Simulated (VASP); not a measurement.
# MnO2 (P-3m1) in VASP: further runs

Runs on MnO2. Level: LDA. Tasks: single point.

Everything below comes from runs of VASP 6.6.1. Logs are shortened: lines on timing, memory, paths and dates and some standing lists are left out, and cuts for length are marked.

## 1. The cell of the first run

Symmetry: P-3m1, No. 164, trigonal system. The conventional cell has a = 2.857 Å, b = 2.857 Å, c = 4.601 Å, α = 90.00°, β = 90.00°, γ = 120.00°. Within 2.5 Å of Mn (site symmetry -3m) lie 6 O at 1.90 Å. Within 2.6 Å of O (site symmetry 3m) lie 3 Mn at 1.90 Å and 3 O at 2.51 Å.

## 2. Single point, LDA, collinear spin, ferromagnetic start

Input file INCAR:

```
  PREC = Accurate
  ENCUT = 520
  EDIFF = 1E-6
  ISMEAR = -1
  SIGMA = 0.03
  LREAL = False
  LASPH = True
  NELM = 150
  ALGO = Normal
  ISIF = 2
  LWAVE = False
  LCHARG = True
  ISPIN = 2
  MAGMOM = 1.2 0 0
  LORBIT = 11
  NUPDOWN = 1.2
  LMAXMIX = 4
  GGA = CA
  LELF = True
  LVHAR = True
  NBANDS = 24
```

Input file KPOINTS:

```
regular mesh
0
Gamma
  11 11 6
```

Input file POSCAR:

```
MnO2
1.0
    2.8565781804      0.0000000000      0.0000000000
   -1.4282890902      2.4738692722      0.0000000000
    0.0000000000      0.0000000000      4.6013740589
Mn O
1 2
Direct
    0.0000000000      0.0000000000      0.5000000000
    0.6666666667      0.3333333333      0.2937074300
    0.3333333333      0.6666666667      0.7062925700
```

Potentials or basis: VASP PAW LDA potentials, release 64 (Mn_pv, O).

Launch:

```bash
$ cat potpaw_LDA.64/Mn_pv/POTCAR potpaw_LDA.64/O/POTCAR > POTCAR
$ mpirun -np 1 vasp_std > vasp.out
```

OUTCAR:

```text
PREC = Accurate
   ENCUT = 520
   EDIFF = 1E-6
   ISMEAR = -1
   LREAL = False
   LASPH = True
   NELM = 150
   ISIF = 2
   ISPIN = 2
   LORBIT = 11
   NUPDOWN = 1.2
   GGA = CA

 ion  position               nearest neighbor table
   1  0.000  0.000  0.500-   2 1.90   3 1.90   2 1.90   3 1.90   2 1.90   3 1.90
   2  0.667  0.333  0.294-   1 1.90   1 1.90   1 1.90
   3  0.333  0.667  0.706-   1 1.90   1 1.90   1 1.90

  LATTYP: Found a hexagonal cell.
 ALAT       =     2.8565781804
 C/A-ratio  =     1.6107992739

  Lattice vectors:

 A1 = (   2.8565781804,   0.0000000000,   0.0000000000)
 A2 = (  -1.4282890902,   2.4738692722,   0.0000000000)
 A3 = (   0.0000000000,   0.0000000000,   4.6013740589)

Analysis of symmetry for initial positions (statically):
=====================================================================
 Subroutine PRICEL returns:
 Original cell was already a primitive cell.

 Routine SETGRP: Setting up the symmetry group for a
 hexagonal supercell.

 Subroutine GETGRP returns: Found 12 space group operations
 (whereof 12 operations were pure point group operations)
 out of a pool of 24 trial point group operations.

The static configuration has the point symmetry D_3d.

Analysis of symmetry for dynamics (positions and initial velocities):
=====================================================================
 Subroutine PRICEL returns:
 Original cell was already a primitive cell.

 Routine SETGRP: Setting up the symmetry group for a
 hexagonal supercell.

 Subroutine GETGRP returns: Found 12 space group operations
 (whereof 12 operations were pure point group operations)
 out of a pool of 24 trial point group operations.

The dynamic configuration has the point symmetry D_3d.

Analysis of structural, dynamic, and magnetic symmetry:
=====================================================================
 Subroutine PRICEL returns:
 Original cell was already a primitive cell.

 Routine SETGRP: Setting up the symmetry group for a
 hexagonal supercell.

 Subroutine GETGRP returns: Found 12 space group operations
 (whereof 12 operations were pure point group operations)
 out of a pool of 24 trial point group operations.

The overall configuration has the point symmetry D_3d.

 Subroutine INISYM returns: Found 12 space group operations
 (whereof 12 operations are pure point group operations),
 and found     1 'primitive' translations

----------------------------------------------------------------------------------------

                                     Primitive cell

  volume of cell :      32.5170

  direct lattice vectors                    reciprocal lattice vectors
     2.856578180  0.000000000  0.000000000     0.350069187  0.202112539  0.000000000
    -1.428289090  2.473869272  0.000000000     0.000000000  0.404225078  0.000000000
     0.000000000  0.000000000  4.601374059     0.000000000  0.000000000  0.217326387

  length of vectors
     2.856578180  2.856578180  4.601374059     0.404225078  0.404225078  0.217326387

  position of ions in fractional coordinates (direct lattice)
     0.000000000  0.000000000  0.500000000
     0.666666667  0.333333333  0.293707430
     0.333333333  0.666666667  0.706292570

  ion indices of the primitive-cell ions
   primitive index   ion index
                 1           1
                 2           2
                 3           3

----------------------------------------------------------------------------------------

 KPOINTS: regular mesh

Automatic generation of k-mesh.
 Grid dimensions read from file:
 generate k-points for:   11   11    6

 Generating k-lattice:

  Cartesian coordinates                     Fractional coordinates (reciprocal lattice)
     0.031824472  0.018373867  0.000000000     0.090909091  0.000000000  0.000000000
     0.000000000  0.036747734  0.000000000     0.000000000  0.090909091  0.000000000
     0.000000000  0.000000000  0.036221065     0.000000000  0.000000000  0.166666667

  Length of vectors
     0.036747734  0.036747734  0.036221065

  Shift w.r.t. Gamma in fractional coordinates (k-lattice)
     0.000000000  0.000000000  0.000000000

 Subroutine IBZKPT returns following result:
 ===========================================

 Found     84 irreducible k-points:

 Following reciprocal coordinates:
            Coordinates               Weight
  0.000000  0.000000  0.000000      1.000000
  0.090909  0.000000  0.000000      6.000000
  0.181818  0.000000  0.000000      6.000000
  0.272727  0.000000  0.000000      6.000000
  0.363636  0.000000  0.000000      6.000000
  0.454545  0.000000  0.000000      6.000000
[... 16 lines left out ...]
  0.000000  0.272727  0.166667      6.000000
  0.363636  0.000000  0.166667      6.000000
 [... further k-points ...]
   k-points           NKPTS =     84   k-points in BZ     NKDIM =     84   number of bands    NBANDS=     24
   number of dos      NEDOS =    301   number of ions     NIONS =      3
   total plane-waves  NPLWV =  20736
   dimension x,y,z NGX =    24 NGY =   24 NGZ =   36
   dimension x,y,z NGXF=    48 NGYF=   48 NGZF=   72
   ions per type =               1   2
   NGX,Y,Z   is equivalent  to a cutoff of  13.97, 13.97, 13.01 a.u.
   NGXF,Y,Z  is equivalent  to a cutoff of  27.93, 27.93, 26.01 a.u.
 SYSTEM =  unknown system
   PREC   = accura    normal or accurate (medium, high low for compatibility)
   ISTART =      0    job   : 0-new  1-cont  2-samecut
   ICHARG =      2    charge: 1-file 2-atom 10-const
   ISPIN  =      2    spin polarized calculation?
   LNONCOLLINEAR =      F non collinear calculations
   LSORBIT =      F    spin-orbit coupling
   LASPH  =      T    aspherical Exc in radial PAW
   ENCUT  =  520.0 eV  38.22 Ry    6.18 a.u.   5.31  5.31  8.56*2*pi/ulx,y,z
   NELM   =    150;   NELMIN=  2; NELMDL= -5     # of ELM steps
   EDIFF  = 0.1E-05   stopping-criterion for ELM
   LREAL  =      F    real-space projection
   EDIFFG = 0.1E-04   stopping-criterion for IOM
   NSW    =      0    number of steps for IOM
   IBRION =     -1    ionic relax: 0-MD 1-quasi-New 2-CG
   NFREE  =      0    steps in history (QN), initial steepest desc. (CG)
   ISIF   =      2    stress and relaxation
   ISYM   =      2    0-nonsym 1-usesym 2-fastsym
   POTIM  = 0.5000    time-step for ionic-motion
   TEBEG  =    0.0;   TEEND  =   0.0 temperature during run
   PSTRESS=    0.0 pullay stress
   NELECT =      25.0000    total number of electrons
   NUPDOWN=       1.2000    fix difference up-down
   EMIN   =  10.00;   EMAX   =-10.00  energy-range for DOS
   EFERMI =   0.00;   METHOD = LEGACY
   ISMEAR =    -1;   SIGMA  =   0.03  broadening in eV -4-tet -1-fermi 0-gaus
   EFERMI_NEDOS =   21; number of points for ismear=-14 and -15
   IALGO  =     38    algorithm
   IMIX   =      4    mixing-type and parameters
     AMIX     =   0.40;   BMIX     =  1.00
     AMIX_MAG =   1.60;   BMIX_MAG =  1.00
  volume/ion in A,a.u.               =      10.84        73.15
  Fermi-wavevector in a.u.,A,eV,Ry     =   1.499747  2.834111 30.602787  2.249241
  Thomas-Fermi vector in A             =   2.611337
   LORBIT       =     11    0 simple, 1 ext, 2 COOP (PROOUT), +10 PAW based schemes
   GGA     = CA    functional components
   LHFCALC =     F    Hartree Fock is set to
   AEXX    =    0.0000 exact exchange contribution
   IVDW    =     0    specifies the selected vdW correction
   LEPSILON=     F    determine dielectric tensor
   LRPA    =     F    only Hartree local field effects (RPA)
 spin polarized calculation
  energy-cutoff  :      520.00
  volume of cell :       32.52
 maximum number of plane-waves:       890
 NGX is ok and might be reduce to    24
   NGX = 11   NGY = 11   NGZ = 17

 number of electron      24.9999997 magnetization       1.1999999

 Free energy of the ion-electron system (eV)
  ---------------------------------------------------
  ext. energy  EPLUGINS =         0.00000000
  ---------------------------------------------------
  free energy    TOTEN  =       -25.51976396 eV

  energy without entropy =      -25.50606351  energy(sigma->0) =      -25.51291373

 E-fermi :   3.4634     XC(G=0): -11.4571

 val. band max:        3.4616754697   @ k =   0.2727   0.1818   0.0000
 cond. band min:       2.9404204904   @ k =   0.4545   0.0909   0.0000
 fundamental gap:     -0.5212549792
 Fermi energy:         2.9385143237

 spin component 1

 k-point     1 :       0.0000    0.0000    0.0000
  band No.  band energies     occupation
      1     -46.0146      1.00000
      2     -46.0146      1.00000
      3     -45.5353      1.00000
      4     -16.4900      1.00000
      5     -14.1124      1.00000
      6      -3.1143      1.00000
[... 16 lines left out ...]
     23      26.8347      0.00000
     24      26.9697      0.00000
[... 598 lines left out ...]
      2     -46.0476      1.00000
      3     -45.5097      1.00000
      4     -15.1703      1.00000
      5     -14.5210      1.00000
      6      -3.3269      1.00000
[... 16 lines left out ...]
     23      23.8671      0.00000
     24      25.8398      0.00000

 [... further k-points ...]

 spin component 2

 k-point     1 :       0.0000    0.0000    0.0000
  band No.  band energies     occupation
      1     -44.6664      1.00000
      2     -44.6664      1.00000
      3     -44.5936      1.00000
      4     -16.4508      1.00000
      5     -14.1057      1.00000
      6      -2.9473      1.00000
[... 16 lines left out ...]
     23      27.0386      0.00000
     24      27.3087      0.00000
[... 598 lines left out ...]
      2     -44.7017      1.00000
      3     -44.5662      1.00000
      4     -15.1364      1.00000
      5     -14.4963      1.00000
      6      -3.0506      1.00000
[... 16 lines left out ...]
     23      24.1556      0.00000
     24      25.8907      0.00000

 [... further k-points ...]

------------------------ aborting loop because EDIFF is reached ----------------------------------------

  FORCE on cell =-STRESS in cart. coord.  units (eV):
  Direction    XX          YY          ZZ          XY          YZ          ZX
  --------------------------------------------------------------------------------------
  -------------------------------------------------------------------------------------
  Total       -3.9086285     -3.9086285     -1.7464521     -0.0000000      0.0000000      0.0000000
  in kB     -192.5859396   -192.5859396    -86.0511870     -0.0000000      0.0000000      0.0000000
  external PRESSURE =    -157.0743554 kB  Pullay stress =       0.0000000 kB

 VOLUME and BASIS-vectors are now :
 -----------------------------------------------------------------------------
  energy-cutoff  :      520.00
  volume of cell :       32.52
      direct lattice vectors                 reciprocal lattice vectors
     2.856578180  0.000000000  0.000000000     0.350069187  0.202112539  0.000000000
    -1.428289090  2.473869272  0.000000000     0.000000000  0.404225078  0.000000000
     0.000000000  0.000000000  4.601374059     0.000000000  0.000000000  0.217326387

 POSITION                                       TOTAL-FORCE (eV/Angst)
 -----------------------------------------------------------------------------------
      0.00000      0.00000      2.30069         0.000000      0.000000      0.000000
      1.42829      0.82462      1.35146        -0.000000      0.000000      0.708818
     -0.00000      1.64925      3.24992         0.000000     -0.000000     -0.708818
 -----------------------------------------------------------------------------------
    total drift:                               -0.000000      0.000000      0.000000

  FREE ENERGIE OF THE ION-ELECTRON SYSTEM (eV)
  ---------------------------------------------------
  free  energy   TOTEN  =       -25.5197639614 eV

  energy  without entropy=      -25.5060635074  energy(sigma->0) =      -25.51291373

 total charge

# of ion       s       p       d       tot
------------------------------------------
    1        0.351   6.445   5.032  11.828
    2        1.572   3.363   0.000   4.935
    3        1.572   3.363   0.000   4.935
--------------------------------------------------
tot          3.495  13.172   5.032  21.699

 magnetization (x)

# of ion       s       p       d       tot
------------------------------------------
    1        0.012   0.012   1.180   1.204
    2       -0.000  -0.012   0.000  -0.012
    3       -0.000  -0.012   0.000  -0.012
--------------------------------------------------
tot          0.012  -0.012   1.180   1.180
```

Wall time 2.7 min (1 thread of Intel Xeon 8259CL, shared host); peak memory 0.21 GiB.

What came out:

* Free energy: -25.5198 eV
* Pressure: -15.7 GPa
* Largest force: 0.709 eV/Å
* Net moment: 1.20 μB per cell
* Site moments: Mn +1.20; O -0.01 μB
* Valence electrons inside the program's atomic spheres: Mn 11.83; O 4.93

Forces on the atoms (eV/Å):
```
Mn   0.000  0.000  0.000
O    0.000  0.000  0.709
O    0.000  0.000 -0.709
```

Caveat: the cell stands under tension; the total moment is fixed, so each spin has its own Fermi level; a cell with one magnetic atom can't hold antiferromagnetic order, which such compounds often take.

[end of part 1 of 2]
